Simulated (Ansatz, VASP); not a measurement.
## HfBiH2 in VASP and in Ansatz

File INCAR:

```
PREC     = Accurate       # precision mode
ENCUT    = 600            # plane-wave cutoff, eV
EDIFF    = 1E-7           # SCF threshold, eV
ISMEAR   = 0              # smearing method
SIGMA    = 0.1            # smearing width, eV
LREAL    = False          # projectors in reciprocal space
LASPH    = True           # aspherical terms in the spheres
NELM     = 80             # most SCF steps
ALGO     = Normal         # electronic algorithm
ISIF     = 3              # what is computed and relaxed
LWAVE    = False          # write WAVECAR
LCHARG   = False          # write CHGCAR
GGA      = PE             # functional
IBRION   = 2              # ionic algorithm
NSW      = 100            # ionic steps
EDIFFG   = -0.01          # ionic threshold
```

The input KPOINTS:

```
regular mesh
0
Gamma
  12 12 10
```

The input POSCAR:

```
HfBiH2
1.0
    3.7126811935      0.0000000000      0.0000000000
   -1.8563405967      3.2152762297      0.0000000000
    0.0000000000      0.0000000000      4.5233607216
Hf Bi H
1 1 2
Direct
    0.3333333333      0.6666666667      0.0000000000
    0.6666666667      0.3333333333      0.5000000000
    0.0000000000      0.0000000000      0.1728487475
    0.0000000000      0.0000000000      0.8271512525
```

Input for Ansatz:

```yaml
crystal:
  lattice:
    - [3.7126811935, 0.0, 0.0]
    - [-1.8563405967, 3.2152762297, 0.0]
    - [0.0, 0.0, 4.5233607216]
  atoms:
    - { symbol: Hf, position: [0.3333333333, 0.6666666667, 0.0] }
    - { symbol: Bi, position: [0.6666666667, 0.3333333333, 0.5] }
    - { symbol: H, position: [0.0, 0.0, 0.1728487475] }
    - { symbol: H, position: [0.0, 0.0, 0.8271512525] }
basis:
  ecutwfc: 420
kpoints:
  mp_grid: { grid: [12, 12, 10] }
hamiltonian:
  xc: pbe
scf:
  occupations: { method: gaussian, width: 0.1 }
output:
  forces: true
  stress: true
  eigenvalues: true
  write_density: true
  write_potential: true
  elf: true
  volumetric_format: npy
relax:
  adjacent_minimum: "off"
  f_tol: 0.01
  max_steps: 80
  cell: { stress_tol: 0.05 }
```

Change from the starting cell: species swapped into the BiPt2Pb type (P-6m2, No. 187).

Alike in both runs: task relaxation of cell and atoms; functional PBE; k mesh 12 × 12 × 10; occupations gaussian, width 0.1 eV; no spin polarisation.

|  | VASP | Ansatz |
| --- | --- | --- |
| version | VASP 6.6.1 | Ansatz 0.2.0 |
| potentials or method | VASP PAW PBE potentials, release 64 (Hf_pv, Bi_d, H), cutoff 600 eV | scalar-relativistic, plane waves, PAW |
| valence electrons in the cell | 27 | 43 |

```tsv
	VASP	Ansatz	Ansatz less VASP
gap on the k mesh at the Fermi level, each at its own relaxed structure (eV)	none	none	-
relaxed volume (Å³/atom)	14.41	14.52	+0.111
relaxed cell length with the largest relative difference (Å)	6.176	6.218	+0.0422
```

A gap of «none» marks a metal or a gap that the smearing closes. VASP's potentials hold 27 valence electrons a cell and Ansatz's 43, so a difference there can come from the potentials and not from the codes.

Neither program's run includes spin-orbit coupling.
